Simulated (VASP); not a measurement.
Wanted: the native input for a VASP 6.6.1 run.

```yaml
Task: single point
Functional: r2SCAN
Potentials_or_basis: VASP PAW PBE potentials, release 64 (K_sv, Ta_pv, O)
Cutoff: 520 eV
k_mesh: 6 × 6 × 6
Occupations: gaussian, width 0.01 eV
Spin: no spin polarisation
Dipole_correction: no
Further_INCAR_settings: ALGO = Normal; EDIFF = 1e-06; NBANDS = 27
```

KTaO3:

```
K Ta O
1.0
     3.99013    0.00000    0.00000
     0.00000    3.99013    0.00000
     0.00000    0.00000    3.99013
K Ta O
1 1 3
Cartesian
  1.9951 1.9951 1.9951
  0.0000 0.0000 0.0000
  1.9951 0.0000 0.0000
  0.0000 1.9951 0.0000
  0.0000 0.0000 1.9951
```

One way to write it, as run:

POSCAR

```
KTaO3
1.0
    3.9901309710      0.0000000000      0.0000000000
    0.0000000000      3.9901309710      0.0000000000
    0.0000000000      0.0000000000      3.9901309710
K Ta O
1 1 3
Direct
    0.5000000000      0.5000000000      0.5000000000
    0.0000000000      0.0000000000      0.0000000000
    0.5000000000      0.0000000000      0.0000000000
    0.0000000000      0.5000000000      0.0000000000
    0.0000000000      0.0000000000      0.5000000000
```

INCAR.step1

```
SYSTEM = KTaO3
ALGO     = Normal         ! electronic algorithm
EDIFF    = 1E-4           ! SCF threshold, eV
ENCUT    = 520            ! plane-wave cutoff, eV
GGA      = PE             ! functional
ISMEAR   = 0              ! smearing method
LASPH    = .TRUE.         ! aspherical terms in the spheres
LCHARG   = .FALSE.        ! write CHGCAR
LREAL    = .FALSE.        ! projectors in reciprocal space
LWAVE    = .TRUE.         ! write WAVECAR
NBANDS   = 27             ! bands
NELM     = 100            ! most SCF steps
PREC     = Accurate       ! precision mode
SIGMA    = 0.01           ! smearing width, eV
```

INCAR.step2

```
SYSTEM = KTaO3
ALGO     = Normal         ! electronic algorithm
EDIFF    = 1E-6           ! SCF threshold, eV
ENCUT    = 520            ! plane-wave cutoff, eV
ISIF     = 2              ! what is computed and relaxed
ISMEAR   = 0              ! smearing method
ISTART   = 1            
LASPH    = .TRUE.         ! aspherical terms in the spheres
LCHARG   = .FALSE.        ! write CHGCAR
LMIXTAU  = .TRUE.       
LREAL    = .FALSE.        ! projectors in reciprocal space
LWAVE    = .FALSE.        ! write WAVECAR
METAGGA  = R2SCAN         ! meta-GGA
NBANDS   = 27             ! bands
NELM     = 100            ! most SCF steps
PREC     = Accurate       ! precision mode
SIGMA    = 0.01           ! smearing width, eV
```

KPOINTS

```
k-points
0
G
  6 6 6
  0 0 0
```

Potentials or basis: VASP PAW PBE potentials, release 64 (K_sv, Ta_pv, O).

The run is started by

```console
$ cat potpaw_PBE.64/K_sv/POTCAR potpaw_PBE.64/Ta_pv/POTCAR potpaw_PBE.64/O/POTCAR > POTCAR
$ cp INCAR.step1 INCAR
$ mpirun -np 1 vasp_std > vasp.out
$ cp INCAR.step2 INCAR
$ mpirun -np 1 vasp_std > vasp.out
```

Results of the run:

* Pressure: 0.9 GPa
* Band gap on the k mesh: 2.59 eV, indirect (least direct gap 3.25 eV)

Caveat: the PAW data sets were made with another functional, which shifts forces and pressure a little; spin-orbit coupling is left out, which moves the levels of the heavy elements.

Wall time 2.6 min on 1 thread of AMD EPYC 7R13 Processor (Zen 3), on a shared host, peak memory 0.16 GiB.
